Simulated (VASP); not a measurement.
# AgCl (Fm-3m) in VASP: notebook

AgCl is run at these levels: r2SCAN+rVV10; tasks: single point, relaxation of cell and atoms.

All numbers are computed with VASP 6.6.1; they aren't measurements. Logs are shortened: lines on timing, memory, paths and dates and some standing lists are left out, and cuts for length are marked.

## 1. The cell of the first run

Symmetry: Fm-3m, No. 225, cubic system. Conventional cell: a = 5.499 Å, b = 5.499 Å, c = 5.499 Å, α = 90.00°, β = 90.00°, γ = 90.00°. Within 3.6 Å of Ag (site symmetry m-3m) lie 6 Cl at 2.75 Å. Cl (site symmetry m-3m) has 6 Ag at 2.75 Å within 3.6 Å.

## 2. Single point, r2SCAN+rVV10

The input, POSCAR:

```
AgCl
1.0
    0.0000000000      2.7496037927      2.7496037927
    2.7496037927      0.0000000000      2.7496037927
    2.7496037927      2.7496037927      0.0000000000
Ag Cl
1 1
Direct
    0.0000000000      0.0000000000      0.0000000000
    0.5000000000      0.5000000000      0.5000000000
```

The input, INCAR.step1:

```
PREC = Accurate
ENCUT = 550
ISMEAR = -1
SIGMA = 0.03
LREAL = False
LASPH = True
NELM = 120
NBANDS = 16
GGA = PE
ALGO = Normal
EDIFF = 1E-5
LWAVE = True
LCHARG = False
GGA_COMPAT = False
```

The input, INCAR.step2:

```
PREC = Accurate
ENCUT = 550
EDIFF = 1E-6
ISMEAR = -1
SIGMA = 0.03
LREAL = False
LASPH = True
NELM = 120
ALGO = Normal
ISIF = 2
LWAVE = False
LCHARG = True
METAGGA = R2SCAN
LMIXTAU = True
LUSE_VDW = True
IVDW_NL = 2
BPARAM = 11.95
CPARAM = 0.0093
LELF = True
LVHAR = True
NBANDS = 16
ISTART = 1
GGA_COMPAT = False
```

The input, KPOINTS:

```
Automatic mesh
0
Gamma
  10 10 10
```

Potentials or basis: VASP PAW PBE potentials, release 64 (Ag, Cl).

Run with:

```bash
> cat potpaw_PBE.64/Ag/POTCAR potpaw_PBE.64/Cl/POTCAR > POTCAR
> cp INCAR.step1 INCAR
> mpirun -np 1 vasp_std > vasp.out
> cp INCAR.step2 INCAR
> mpirun -np 1 vasp_std > vasp.out
```

OUTCAR:

```text
PREC = Accurate
   ENCUT = 550
   EDIFF = 1E-6
   ISMEAR = -1
   LREAL = False
   LASPH = True
   NELM = 120
   ISIF = 2
   METAGGA = R2SCAN
   IVDW_NL = 2
   BPARAM = 11.95
   ISTART = 1

 ion  position               nearest neighbor table
   1  0.000  0.000  0.000-   2 2.75   2 2.75   2 2.75   2 2.75   2 2.75   2 2.75
   2  0.500  0.500  0.500-   1 2.75   1 2.75   1 2.75   1 2.75   1 2.75   1 2.75

  LATTYP: Found a face centered cubic cell.
 ALAT       =     5.4992075854

  Lattice vectors:

 A1 = (   0.0000000000,   2.7496037927,   2.7496037927)
 A2 = (   2.7496037927,   0.0000000000,   2.7496037927)
 A3 = (   2.7496037927,   2.7496037927,   0.0000000000)

Analysis of symmetry for initial positions (statically):
=====================================================================
 Subroutine PRICEL returns:
 Original cell was already a primitive cell.

 Routine SETGRP: Setting up the symmetry group for a
 face centered cubic supercell.

 Subroutine GETGRP returns: Found 48 space group operations
 (whereof 48 operations were pure point group operations)
 out of a pool of 48 trial point group operations.

The static configuration has the point symmetry O_h .

Analysis of symmetry for dynamics (positions and initial velocities):
=====================================================================
 Subroutine PRICEL returns:
 Original cell was already a primitive cell.

 Routine SETGRP: Setting up the symmetry group for a
 face centered cubic supercell.

 Subroutine GETGRP returns: Found 48 space group operations
 (whereof 48 operations were pure point group operations)
 out of a pool of 48 trial point group operations.

The dynamic configuration has the point symmetry O_h .

 Subroutine INISYM returns: Found 48 space group operations
 (whereof 48 operations are pure point group operations),
 and found     1 'primitive' translations

----------------------------------------------------------------------------------------

                                     Primitive cell

  volume of cell :      41.5758

  direct lattice vectors                    reciprocal lattice vectors
     0.000000000  2.749603793  2.749603793    -0.181844381  0.181844381  0.181844381
     2.749603793  0.000000000  2.749603793     0.181844381 -0.181844381  0.181844381
     2.749603793  2.749603793  0.000000000     0.181844381  0.181844381 -0.181844381

  length of vectors
     3.888526975  3.888526975  3.888526975     0.314963707  0.314963707  0.314963707

  position of ions in fractional coordinates (direct lattice)
     0.000000000  0.000000000  0.000000000
     0.500000000  0.500000000  0.500000000

  ion indices of the primitive-cell ions
   primitive index   ion index
                 1           1
                 2           2

----------------------------------------------------------------------------------------

 KPOINTS: Automatic mesh

Automatic generation of k-mesh.
 Grid dimensions read from file:
 generate k-points for:   10   10   10

 Generating k-lattice:

  Cartesian coordinates                     Fractional coordinates (reciprocal lattice)
    -0.018184438  0.018184438  0.018184438     0.100000000  0.000000000  0.000000000
     0.018184438 -0.018184438  0.018184438     0.000000000  0.100000000  0.000000000
     0.018184438  0.018184438 -0.018184438     0.000000000  0.000000000  0.100000000

  Length of vectors
     0.031496371  0.031496371  0.031496371

  Shift w.r.t. Gamma in fractional coordinates (k-lattice)
     0.000000000  0.000000000  0.000000000

 Subroutine IBZKPT returns following result:
 ===========================================

 Found     47 irreducible k-points:

 Following reciprocal coordinates:
            Coordinates               Weight
  0.000000  0.000000  0.000000      1.000000
  0.100000  0.000000  0.000000      8.000000
  0.200000  0.000000  0.000000      8.000000
  0.300000  0.000000  0.000000      8.000000
  0.400000  0.000000  0.000000      8.000000
  0.500000  0.000000  0.000000      4.000000
[... 16 lines left out ...]
  0.300000  0.300000  0.000000      6.000000
  0.400000  0.300000  0.000000     24.000000
 [... further k-points ...]
   k-points           NKPTS =     47   k-points in BZ     NKDIM =     47   number of bands    NBANDS=     16
   number of dos      NEDOS =    301   number of ions     NIONS =      2
   total plane-waves  NPLWV =  27000
   dimension x,y,z NGX =    30 NGY =   30 NGZ =   30
   dimension x,y,z NGXF=    60 NGYF=   60 NGZF=   60
   ions per type =               1   1
   NGX,Y,Z   is equivalent  to a cutoff of  12.83, 12.83, 12.83 a.u.
   NGXF,Y,Z  is equivalent  to a cutoff of  25.65, 25.65, 25.65 a.u.
 SYSTEM =  unknown system
   PREC   = accura    normal or accurate (medium, high low for compatibility)
   ISTART =      1    job   : 0-new  1-cont  2-samecut
   ICHARG =      0    charge: 1-file 2-atom 10-const
   ISPIN  =      1    spin polarized calculation?
   LNONCOLLINEAR =      F non collinear calculations
   LSORBIT =      F    spin-orbit coupling
   LASPH  =      T    aspherical Exc in radial PAW
   ENCUT  =  550.0 eV  40.42 Ry    6.36 a.u.   7.44  7.44  7.44*2*pi/ulx,y,z
   NELM   =    120;   NELMIN=  2; NELMDL=  0     # of ELM steps
   EDIFF  = 0.1E-05   stopping-criterion for ELM
   LREAL  =      F    real-space projection
   EDIFFG = 0.1E-04   stopping-criterion for IOM
   NSW    =      0    number of steps for IOM
   IBRION =     -1    ionic relax: 0-MD 1-quasi-New 2-CG
   NFREE  =      0    steps in history (QN), initial steepest desc. (CG)
   ISIF   =      2    stress and relaxation
   ISYM   =      2    0-nonsym 1-usesym 2-fastsym
   POTIM  = 0.5000    time-step for ionic-motion
   TEBEG  =    0.0;   TEEND  =   0.0 temperature during run
   PSTRESS=    0.0 pullay stress
   NELECT =      18.0000    total number of electrons
   NUPDOWN=      -1.0000    fix difference up-down
   EMIN   =  10.00;   EMAX   =-10.00  energy-range for DOS
   EFERMI =   0.00;   METHOD = LEGACY
   ISMEAR =    -1;   SIGMA  =   0.03  broadening in eV -4-tet -1-fermi 0-gaus
   EFERMI_NEDOS =   21; number of points for ismear=-14 and -15
   IALGO  =     38    algorithm
   IMIX   =      4    mixing-type and parameters
     AMIX     =   0.40;   BMIX     =  1.00
     AMIX_MAG =   1.60;   BMIX_MAG =  1.00
  volume/ion in A,a.u.               =      20.79       140.28
  Fermi-wavevector in a.u.,A,eV,Ry     =   1.238470  2.340369 20.868730  1.533808
  Thomas-Fermi vector in A             =   2.372994
   LORBIT       =      0    0 simple, 1 ext, 2 COOP (PROOUT), +10 PAW based schemes
   METAGGA = R2SCAN    functional components
   LHFCALC =     F    Hartree Fock is set to
   AEXX    =    0.0000 exact exchange contribution
   IVDW_NL    =     2    kernel type
   BPARAM     =11.9500
   IVDW    =     0    specifies the selected vdW correction
   LEPSILON=     F    determine dielectric tensor
   LRPA    =     F    only Hartree local field effects (RPA)
 non-spin polarized calculation
  energy-cutoff  :      550.00
  volume of cell :       41.58
 maximum number of plane-waves:      1243
 NGX is ok and might be reduce to    30
   NGX = 15   NGY = 15   NGZ = 15

 number of electron      18.0000004 magnetization

 Free energy of the ion-electron system (eV)
  ---------------------------------------------------
  ext. energy  EPLUGINS =         0.00000000
  ---------------------------------------------------
  free energy    TOTEN  =       -28.09436313 eV

  energy without entropy =      -28.09436313  energy(sigma->0) =      -28.09436313

 E-fermi :   4.5378     XC(G=0): -10.7111

 val. band max:        3.8642857048   @ k =   0.5000   0.0000   0.0000
 cond. band min:       5.2298084993   @ k =   0.0000   0.0000   0.0000
 fundamental gap:      1.3655227945
 Fermi energy:         4.5377751229

 k-point     1 :       0.0000    0.0000    0.0000
  band No.  band energies     occupation
      1     -12.1397      2.00000
      2       1.2999      2.00000
      3       1.3000      2.00000
      4       1.3000      2.00000
      5       1.3206      2.00000
      6       1.3206      2.00000
[... 8 lines left out ...]
     15      18.1995      0.00000
     16      18.1995      0.00000

 k-point     2 :       0.1000    0.0000    0.0000
  band No.  band energies     occupation
      1     -12.0980      2.00000
      2       0.6910      2.00000
      3       0.6976      2.00000
      4       0.6976      2.00000
      5       1.3604      2.00000
      6       1.3604      2.00000
[... 8 lines left out ...]
     15      16.7967      0.00000
     16      17.1339      0.00000

 k-point     3 :       0.2000    0.0000    0.0000
  band No.  band energies     occupation
      1     -11.9857      2.00000
      2      -0.1716      2.00000
      3       0.1585      2.00000
      4       0.1585      2.00000
      5       1.4535      2.00000
      6       1.4535      2.00000
[... 8 lines left out ...]
     15      16.5088      0.00000
     16      17.1287      0.00000

 k-point     4 :       0.3000    0.0000    0.0000
  band No.  band energies     occupation
      1     -11.8399      2.00000
      2      -0.9714      2.00000
      3      -0.2500      2.00000
      4      -0.2500      2.00000
      5       1.5723      2.00000
      6       1.5723      2.00000
[... 8 lines left out ...]
     15      17.0398      0.00000
     16      17.1273      0.00000
[... 324 lines left out ...]
 k-point    22 :      -0.2000    0.2000    0.0000
  band No.  band energies     occupation
      1     -11.8052      2.00000
      2      -1.0295      2.00000
      3      -0.4008      2.00000
      4       0.0973      2.00000
      5       1.5207      2.00000
      6       1.6608      2.00000
[... 8 lines left out ...]
     15      18.6246      0.00000
     16      19.6554      0.00000

 k-point    23 :       0.3000    0.3000    0.0000
  band No.  band energies     occupation
      1     -11.7959      2.00000
      2      -1.0390      2.00000
      3       0.5183      2.00000
      4       0.5183      2.00000
      5       1.0899      2.00000
      6       1.5030      2.00000
[... 8 lines left out ...]
     15      19.2770      0.00000
     16      21.2134      0.00000

 k-point    24 :       0.4000    0.3000    0.0000
  band No.  band energies     occupation
      1     -11.7222      2.00000
      2      -1.0513      2.00000
      3       0.1962      2.00000
      4       0.2897      2.00000
      5       1.1853      2.00000
      6       1.6790      2.00000
[... 8 lines left out ...]
     15      19.5220      0.00000
     16      20.5825      0.00000

 [... further k-points ...]

------------------------ aborting loop because EDIFF is reached ----------------------------------------

  FORCE on cell =-STRESS in cart. coord.  units (eV):
  Direction    XX          YY          ZZ          XY          YZ          ZX
  --------------------------------------------------------------------------------------
  -------------------------------------------------------------------------------------
  Total        0.0134981      0.0134981      0.0134981      0.0000000      0.0000000      0.0000000
  in kB        0.5201667      0.5201667      0.5201667      0.0000000      0.0000000      0.0000000
  external PRESSURE =       0.5201667 kB  Pullay stress =       0.0000000 kB

 VOLUME and BASIS-vectors are now :
 -----------------------------------------------------------------------------
  energy-cutoff  :      550.00
  volume of cell :       41.58
      direct lattice vectors                 reciprocal lattice vectors
     0.000000000  2.749603793  2.749603793    -0.181844381  0.181844381  0.181844381
     2.749603793  0.000000000  2.749603793     0.181844381 -0.181844381  0.181844381
     2.749603793  2.749603793  0.000000000     0.181844381  0.181844381 -0.181844381

 POSITION                                       TOTAL-FORCE (eV/Angst)
 -----------------------------------------------------------------------------------
      0.00000      0.00000      0.00000         0.000000      0.000000     -0.000000
      2.74960      2.74960      2.74960         0.000000      0.000000      0.000000
 -----------------------------------------------------------------------------------
    total drift:                               -0.000000      0.000000      0.000000

  FREE ENERGIE OF THE ION-ELECTRON SYSTEM (eV)
  ---------------------------------------------------
  free  energy   TOTEN  =       -28.0943631328 eV

  energy  without entropy=      -28.0943631328  energy(sigma->0) =      -28.09436313
```

It took 2.5 min on 1 thread of Intel Xeon Platinum 8375C at 2.90GHz (Ice Lake), shared host; peak memory 0.3 GiB.

Results:

```
Free energy            : -28.0944 eV
Pressure               : 0.1 GPa
Band gap on the k mesh : 1.37 eV (least direct gap 3.69 eV)
```

Levels at points of the mesh, in eV from the valence-band top:
```tsv
k point	band 5	band 6	band 7	band 8	band 9	band 10	band 11	band 12	band 13	band 14
(0.00, 0.00, 0.00)	-2.54	-2.54	-2.54	-2.49	-2.49	1.37	11.28	11.28	11.28	12.61
(0.50, 0.00, 0.00)	-2.15	-2.15	-1.82	0.00	0.00	4.56	7.29	8.18	8.18	14.09
(0.50, 0.50, 0.00)	-2.89	-2.29	-2.03	-2.03	-1.90	2.85	8.24	9.27	12.44	12.44
```

Caveat: the PAW data sets were made with another functional, which shifts forces and pressure a little.

## 3. Relaxation of cell and atoms, r2SCAN+rVV10

This run uses another cell than the first one, of 20.23 Å³/atom.

The input, POSCAR:

```
AgCl
1.0
    0.0000000000      2.7246718075      2.7246718075
    2.7246718075      0.0000000000      2.7246718075
    2.7246718075      2.7246718075      0.0000000000
Ag Cl
1 1
Direct
    0.0000000000      0.0000000000      0.0000000000
    0.5000000000      0.5000000000      0.5000000000
```

The input, INCAR.step1:

```
ALGO     = Normal         # electronic algorithm
EDIFF    = 1E-5           # SCF threshold, eV
EDIFFG   = -0.005         # ionic threshold
ENCUT    = 550            # plane-wave cutoff, eV
GGA      = PE             # functional
GGA_COMPAT= False        
IBRION   = 2              # ionic algorithm
ISIF     = 3              # what is computed and relaxed
ISMEAR   = -1             # smearing method
LASPH    = True           # aspherical terms in the spheres
LCHARG   = False          # write CHGCAR
LREAL    = False          # projectors in reciprocal space
LWAVE    = True           # write WAVECAR
NELM     = 120            # most SCF steps
NELMIN   = 4            
NSW      = 100            # ionic steps
PREC     = Accurate       # precision mode
SIGMA    = 0.03           # smearing width, eV
```

The input, INCAR.step2:

```
ALGO     = Normal         # electronic algorithm
BPARAM   = 11.95        
CPARAM   = 0.0093       
EDIFF    = 1E-7           # SCF threshold, eV
EDIFFG   = -0.01          # ionic threshold
ENCUT    = 550            # plane-wave cutoff, eV
GGA_COMPAT= False        
IBRION   = 2              # ionic algorithm
ISIF     = 3              # what is computed and relaxed
ISMEAR   = -1             # smearing method
ISTART   = 1            
IVDW_NL  = 2            
LASPH    = True           # aspherical terms in the spheres
LCHARG   = False          # write CHGCAR
LMIXTAU  = True         
LREAL    = False          # projectors in reciprocal space
LUSE_VDW = True         
LWAVE    = False          # write WAVECAR
METAGGA  = R2SCAN         # meta-GGA
NELM     = 120            # most SCF steps
NELMIN   = 4            
NSW      = 100            # ionic steps
PREC     = Accurate       # precision mode
SIGMA    = 0.03           # smearing width, eV
```

The input, KPOINTS:

```
k-points
0
Gamma
  8 8 8
```

Potentials or basis: VASP PAW PBE potentials, release 64 (Ag, Cl).

Run with:

```bash
> cat potpaw_PBE.64/Ag/POTCAR potpaw_PBE.64/Cl/POTCAR > POTCAR
> cp INCAR.step1 INCAR
> mpirun -np 1 vasp_std > vasp.out
> cp INCAR.step2 INCAR
> mpirun -np 1 vasp_std > vasp.out
```

Wall time 5.4 min (1 thread of Intel Xeon Platinum 8375C at 2.90GHz (Ice Lake), shared host); peak memory 0.3 GiB.

Results (log left out):

- Free energy: -28.0937 eV
- Relaxed volume: 20.81 Å³/atom
- Relaxed cell: a = 3.890 Å, b = 3.890 Å, c = 3.890 Å, α = 60.00°, β = 60.00°, γ = 60.00°
- Space group after relaxing (to 0.1 Å): Fm-3m (No. 225)
- Energy gained by relaxing: 3.0 meV/atom
- Ionic steps: 3
- Pressure after relaxing: 0.0 GPa
- Band gap on the k mesh: 1.37 eV (least direct gap 3.74 eV)

The path:
```
step  energy change (eV)  largest force (eV/Å)  pressure (GPa)  volume (Å³)
   1              0.0000                0.0000            1.69        40.46
   2             -0.0059                0.0000           -0.13        41.72
   3             -0.0059                0.0000           -0.01        41.62
```

Final structure:
```
CELL_PARAMETERS angstrom
0.00000 2.75058 2.75058
2.75058 0.00000 2.75058
2.75058 2.75058 0.00000
ATOMIC_POSITIONS crystal
Ag 0.00000 0.00000 0.00000
Cl 0.50000 0.50000 0.50000
```

Levels at points of the mesh, in eV from the valence-band top:
```tsv
k point	band 5	band 6	band 7	band 8	band 9	band 10	band 11	band 12	band 13
(0.00, 0.00, 0.00)	-2.54	-2.54	-2.54	-2.49	-2.49	1.37	11.28	11.28	11.28
(0.50, 0.00, 0.00)	-2.15	-2.15	-1.82	0.00	0.00	4.56	7.28	8.18	8.18
(0.50, 0.50, 0.00)	-2.89	-2.29	-2.03	-2.03	-1.90	2.85	8.24	9.26	12.43
```

Caveat: the PAW data sets were made with another functional, which shifts forces and pressure a little.
